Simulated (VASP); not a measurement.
# Ba (Im-3m) in VASP: a series of runs

Runs on Ba. Level: r2SCAN. Tasks: single point.

Everything below comes from runs of VASP 6.6.1. Logs are shortened: lines on timing, memory, paths and dates and some standing lists are left out, and cuts for length are marked.

## (1) The cell of the first run

Symmetry: Im-3m, No. 229, cubic system. The conventional cell has a = 5.074 Å, b = 5.074 Å, c = 5.074 Å, α = 90.00°, β = 90.00°, γ = 90.00°. Ba (site symmetry m-3m) has 14 Ba at 4.39 to 5.07 Å within 5.8 Å.

## (2) Single point, r2SCAN

File POSCAR:

```
Ba
1.0
   -2.5367939014      2.5367939014      2.5367939014
    2.5367939014     -2.5367939014      2.5367939014
    2.5367939014      2.5367939014     -2.5367939014
Ba
1
Direct
    0.0000000000      0.0000000000      0.0000000000
```

File INCAR.step1:

```
ALGO     = Normal         # electronic algorithm
EDIFF    = 1E-4           # SCF threshold, eV
ENCUT    = 520            # plane-wave cutoff, eV
GGA      = PE             # functional
ISMEAR   = -1             # smearing method
LASPH    = T              # aspherical terms in the spheres
LCHARG   = F              # write CHGCAR
LREAL    = F              # projectors in reciprocal space
LWAVE    = T              # write WAVECAR
NBANDS   = 11             # bands
NELM     = 100            # most SCF steps
PREC     = Accurate       # precision mode
SIGMA    = 0.03           # smearing width, eV
```

File INCAR.step2:

```
ALGO     = Normal         # electronic algorithm
EDIFF    = 1E-6           # SCF threshold, eV
ENCUT    = 520            # plane-wave cutoff, eV
ISIF     = 2              # what is computed and relaxed
ISMEAR   = -1             # smearing method
ISTART   = 1            
LASPH    = T              # aspherical terms in the spheres
LCHARG   = F              # write CHGCAR
LMIXTAU  = T            
LREAL    = F              # projectors in reciprocal space
LWAVE    = F              # write WAVECAR
METAGGA  = R2SCAN         # meta-GGA
NBANDS   = 11             # bands
NELM     = 100            # most SCF steps
PREC     = Accurate       # precision mode
SIGMA    = 0.03           # smearing width, eV
```

File KPOINTS:

```
k-points
0
Gamma
  9 9 9
```

Potentials or basis: VASP PAW PBE potentials, release 64 (Ba_sv).

The run is started by

```console
cat potpaw_PBE.64/Ba_sv/POTCAR > POTCAR
cp INCAR.step1 INCAR
mpirun -np 1 vasp_std > vasp.out
cp INCAR.step2 INCAR
mpirun -np 1 vasp_std > vasp.out
```

OUTCAR:

```text
EDIFF = 1E-6
   ENCUT = 520
   ISIF = 2
   ISMEAR = -1
   ISTART = 1
   LASPH = T
   LREAL = F
   METAGGA = R2SCAN
   NELM = 100
   PREC = Accurate

 ion  position               nearest neighbor table
   1  0.000  0.000  0.000-

  LATTYP: Found a body centered cubic cell.
 ALAT       =     5.0735878028

  Lattice vectors:

 A1 = (  -2.5367939014,   2.5367939014,   2.5367939014)
 A2 = (   2.5367939014,  -2.5367939014,   2.5367939014)
 A3 = (   2.5367939014,   2.5367939014,  -2.5367939014)

Analysis of symmetry for initial positions (statically):
=====================================================================
 Subroutine PRICEL returns:
 Original cell was already a primitive cell.

 Routine SETGRP: Setting up the symmetry group for a
 body centered cubic supercell.

 Subroutine GETGRP returns: Found 48 space group operations
 (whereof 48 operations were pure point group operations)
 out of a pool of 48 trial point group operations.

The static configuration has the point symmetry O_h .

Analysis of symmetry for dynamics (positions and initial velocities):
=====================================================================
 Subroutine PRICEL returns:
 Original cell was already a primitive cell.

 Routine SETGRP: Setting up the symmetry group for a
 body centered cubic supercell.

 Subroutine GETGRP returns: Found 48 space group operations
 (whereof 48 operations were pure point group operations)
 out of a pool of 48 trial point group operations.

The dynamic configuration has the point symmetry O_h .

 Subroutine INISYM returns: Found 48 space group operations
 (whereof 48 operations are pure point group operations),
 and found     1 'primitive' translations

----------------------------------------------------------------------------------------

                                     Primitive cell

  volume of cell :      65.3004

  direct lattice vectors                    reciprocal lattice vectors
    -2.536793901  2.536793901  2.536793901     0.000000000  0.197099181  0.197099181
     2.536793901 -2.536793901  2.536793901     0.197099181  0.000000000  0.197099181
     2.536793901  2.536793901 -2.536793901     0.197099181  0.197099181  0.000000000

  length of vectors
     4.393855926  4.393855926  4.393855926     0.278740335  0.278740335  0.278740335

  position of ions in fractional coordinates (direct lattice)
     0.000000000  0.000000000  0.000000000

  ion indices of the primitive-cell ions
   primitive index   ion index
                 1           1

----------------------------------------------------------------------------------------

 KPOINTS: k-points

Automatic generation of k-mesh.
 Grid dimensions read from file:
 generate k-points for:    9    9    9

 Generating k-lattice:

  Cartesian coordinates                     Fractional coordinates (reciprocal lattice)
     0.000000000  0.021899909  0.021899909     0.111111111  0.000000000  0.000000000
     0.021899909  0.000000000  0.021899909     0.000000000  0.111111111  0.000000000
     0.021899909  0.021899909  0.000000000     0.000000000  0.000000000  0.111111111

  Length of vectors
     0.030971148  0.030971148  0.030971148

  Shift w.r.t. Gamma in fractional coordinates (k-lattice)
     0.000000000  0.000000000  0.000000000

 Subroutine IBZKPT returns following result:
 ===========================================

 Found     35 irreducible k-points:

 Following reciprocal coordinates:
            Coordinates               Weight
  0.000000  0.000000  0.000000      1.000000
  0.111111  0.000000  0.000000     12.000000
  0.222222  0.000000  0.000000     12.000000
  0.333333  0.000000  0.000000     12.000000
  0.444444  0.000000  0.000000     12.000000
  0.111111  0.111111  0.000000     24.000000
[... 16 lines left out ...]
 -0.333333  0.444444  0.111111     48.000000
 -0.444444 -0.444444  0.111111     24.000000
 [... further k-points ...]
   k-points           NKPTS =     35   k-points in BZ     NKDIM =     35   number of bands    NBANDS=     11
   number of dos      NEDOS =    301   number of ions     NIONS =      1
   total plane-waves  NPLWV =  46656
   dimension x,y,z NGX =    36 NGY =   36 NGZ =   36
   dimension x,y,z NGXF=    72 NGYF=   72 NGZF=   72
   ions per type =               1
   NGX,Y,Z   is equivalent  to a cutoff of  13.62, 13.62, 13.62 a.u.
   NGXF,Y,Z  is equivalent  to a cutoff of  27.24, 27.24, 27.24 a.u.
 SYSTEM =  unknown system
   PREC   = accura    normal or accurate (medium, high low for compatibility)
   ISTART =      1    job   : 0-new  1-cont  2-samecut
   ICHARG =      0    charge: 1-file 2-atom 10-const
   ISPIN  =      1    spin polarized calculation?
   LNONCOLLINEAR =      F non collinear calculations
   LSORBIT =      F    spin-orbit coupling
   LASPH  =      T    aspherical Exc in radial PAW
   ENCUT  =  520.0 eV  38.22 Ry    6.18 a.u.   8.17  8.17  8.17*2*pi/ulx,y,z
   NELM   =    100;   NELMIN=  2; NELMDL=  0     # of ELM steps
   EDIFF  = 0.1E-05   stopping-criterion for ELM
   LREAL  =      F    real-space projection
   EDIFFG = 0.1E-04   stopping-criterion for IOM
   NSW    =      0    number of steps for IOM
   IBRION =     -1    ionic relax: 0-MD 1-quasi-New 2-CG
   NFREE  =      0    steps in history (QN), initial steepest desc. (CG)
   ISIF   =      2    stress and relaxation
   ISYM   =      2    0-nonsym 1-usesym 2-fastsym
   POTIM  = 0.5000    time-step for ionic-motion
   TEBEG  =    0.0;   TEEND  =   0.0 temperature during run
   PSTRESS=    0.0 pullay stress
   NELECT =      10.0000    total number of electrons
   NUPDOWN=      -1.0000    fix difference up-down
   EMIN   =  10.00;   EMAX   =-10.00  energy-range for DOS
   EFERMI =   0.00;   METHOD = LEGACY
   ISMEAR =    -1;   SIGMA  =   0.03  broadening in eV -4-tet -1-fermi 0-gaus
   EFERMI_NEDOS =   21; number of points for ismear=-14 and -15
   IALGO  =     38    algorithm
   IMIX   =      4    mixing-type and parameters
     AMIX     =   0.40;   BMIX     =  1.00
     AMIX_MAG =   1.60;   BMIX_MAG =  1.00
  volume/ion in A,a.u.               =      65.30       440.67
  Fermi-wavevector in a.u.,A,eV,Ry     =   0.875863  1.655142 10.437525  0.767136
  Thomas-Fermi vector in A             =   1.995593
   LORBIT       =      0    0 simple, 1 ext, 2 COOP (PROOUT), +10 PAW based schemes
   METAGGA = R2SCAN    functional components
   LHFCALC =     F    Hartree Fock is set to
   AEXX    =    0.0000 exact exchange contribution
   IVDW    =     0    specifies the selected vdW correction
   LEPSILON=     F    determine dielectric tensor
   LRPA    =     F    only Hartree local field effects (RPA)
 non-spin polarized calculation
  energy-cutoff  :      520.00
  volume of cell :       65.30
 maximum number of plane-waves:      1775
 NGX is ok and might be reduce to    36
   NGX = 17   NGY = 17   NGZ = 17

 number of electron      10.0000000 magnetization

 Free energy of the ion-electron system (eV)
  ---------------------------------------------------
  ext. energy  EPLUGINS =         0.00000000
  ---------------------------------------------------
  free energy    TOTEN  =       -26.43515596 eV

  energy without entropy =      -26.43118173  energy(sigma->0) =      -26.43316885

 E-fermi :   1.6329     XC(G=0):  -7.7090

 val. band max:        1.6227670385   @ k =  -0.4444  -0.4444   0.2222
 cond. band min:       1.6539188710   @ k =  -0.3333   0.3333   0.3333
 fundamental gap:      0.0311518325
 Fermi energy:         1.6328641011

 k-point     1 :       0.0000    0.0000    0.0000
  band No.  band energies     occupation
      1     -28.3714      2.00000
      2     -12.9210      2.00000
      3     -12.9210      2.00000
      4     -12.9210      2.00000
      5      -1.2596      2.00000
      6       3.7043      0.00000
      7       3.7043      0.00000
      8       3.7043      0.00000
      9       5.0124      0.00000
     10       5.0124      0.00000
     11       8.7915      0.00000

 k-point     2 :       0.1111    0.0000    0.0000
  band No.  band energies     occupation
      1     -28.3667      2.00000
      2     -12.9738      2.00000
      3     -12.9368      2.00000
      4     -12.9215      2.00000
      5      -1.0291      2.00000
      6       3.5084      0.00000
      7       3.5607      0.00000
      8       3.9355      0.00000
      9       4.7548      0.00000
     10       4.9981      0.00000
     11       9.0462      0.00000

 k-point     3 :       0.2222    0.0000    0.0000
  band No.  band energies     occupation
      1     -28.3549      2.00000
      2     -13.1034      2.00000
      3     -12.9763      2.00000
      4     -12.9227      2.00000
      5      -0.4138      2.00000
      6       3.0202      0.00000
      7       3.1000      0.00000
      8       4.6073      0.00000
      9       4.7475      0.00000
     10       5.0362      0.00000
     11       9.2273      0.00000

 k-point     4 :       0.3333    0.0000    0.0000
  band No.  band energies     occupation
      1     -28.3414      2.00000
      2     -13.2442      2.00000
      3     -13.0206      2.00000
      4     -12.9242      2.00000
      5       0.3193      2.00000
      6       2.5884      0.00000
      7       2.7295      0.00000
      8       4.9929      0.00000
      9       5.2328      0.00000
     10       5.6406      0.00000
     11       8.3825      0.00000

 k-point     5 :       0.4444    0.0000    0.0000
  band No.  band energies     occupation
      1     -28.3325      2.00000
      2     -13.3328      2.00000
      3     -13.0491      2.00000
      4     -12.9252      2.00000
      5       0.7166      2.00000
      6       2.5221      0.00000
      7       2.6528      0.00000
      8       5.0628      0.00000
      9       5.5314      0.00000
     10       6.7499      0.00000
     11       7.5450      0.00000
[... 211 lines left out ...]
 k-point    21 :      -0.2222    0.3333    0.1111
  band No.  band energies     occupation
      1     -28.3389      2.00000
      2     -13.1884      2.00000
      3     -13.0431      2.00000
      4     -12.9846      2.00000
      5       0.4350      2.00000
      6       2.4824      0.00000
      7       3.1659      0.00000
      8       3.9994      0.00000
      9       5.1712      0.00000
     10       5.6395      0.00000
     11       8.6082      0.00000

 k-point    22 :      -0.4444    0.4444    0.1111
  band No.  band energies     occupation
      1     -28.3291      2.00000
      2     -13.3179      2.00000
      3     -13.0677      2.00000
      4     -12.9601      2.00000
      5       0.9133      2.00000
      6       2.3901      0.00000
      7       2.7469      0.00000
      8       4.3812      0.00000
      9       5.7386      0.00000
     10       6.6789      0.00000
     11       8.2135      0.00000

 k-point    23 :      -0.3333    0.4444    0.1111
  band No.  band energies     occupation
      1     -28.3284      2.00000
      2     -13.2681      2.00000
      3     -13.0960      2.00000
      4     -12.9875      2.00000
      5       1.0634      2.00000
      6       2.1068      0.00000
      7       2.9140      0.00000
      8       4.2869      0.00000
      9       5.4414      0.00000
     10       6.3907      0.00000
     11       8.3091      0.00000

 k-point    24 :      -0.4444   -0.4444    0.1111
  band No.  band energies     occupation
      1     -28.3243      2.00000
      2     -13.2993      2.00000
      3     -13.1176      2.00000
      4     -12.9873      2.00000
      5       1.2701      1.99999
      6       2.1420      0.00000
      7       2.7137      0.00000
      8       4.2750      0.00000
      9       5.7701      0.00000
     10       7.1929      0.00000
     11       7.7428      0.00000

 [... further k-points ...]

------------------------ aborting loop because EDIFF is reached ----------------------------------------

  FORCE on cell =-STRESS in cart. coord.  units (eV):
  Direction    XX          YY          ZZ          XY          YZ          ZX
  --------------------------------------------------------------------------------------
  -------------------------------------------------------------------------------------
  Total        0.0177791      0.0177791      0.0177791      0.0000000      0.0000000     -0.0000000
  in kB        0.4362204      0.4362204      0.4362204      0.0000000      0.0000000     -0.0000000
  external PRESSURE =       0.4362204 kB  Pullay stress =       0.0000000 kB

 VOLUME and BASIS-vectors are now :
 -----------------------------------------------------------------------------
  energy-cutoff  :      520.00
  volume of cell :       65.30
      direct lattice vectors                 reciprocal lattice vectors
    -2.536793901  2.536793901  2.536793901     0.000000000  0.197099181  0.197099181
     2.536793901 -2.536793901  2.536793901     0.197099181  0.000000000  0.197099181
     2.536793901  2.536793901 -2.536793901     0.197099181  0.197099181  0.000000000

 POSITION                                       TOTAL-FORCE (eV/Angst)
 -----------------------------------------------------------------------------------
      0.00000      0.00000      0.00000         0.000000     -0.000000      0.000000
 -----------------------------------------------------------------------------------
    total drift:                               -0.000000      0.000000      0.000000

  FREE ENERGIE OF THE ION-ELECTRON SYSTEM (eV)
  ---------------------------------------------------
  free  energy   TOTEN  =       -26.4351559566 eV

  energy  without entropy=      -26.4311817336  energy(sigma->0) =      -26.43316885
```

Wall time 3 min (1 thread of Intel Xeon 8259CL, shared host); peak memory 0.22 GiB.

Results:

```
Free energy            : -26.4352 eV
Pressure               : 0.0 GPa
Band gap on the k mesh : zero (bands 5 and 6 overlap by 0.94 eV)
```

Caveat: the PAW data sets were made with another functional, which shifts forces and pressure a little; spin-orbit coupling is left out, which moves the levels of the heavy elements.

(Continued in part 2 of 2.)
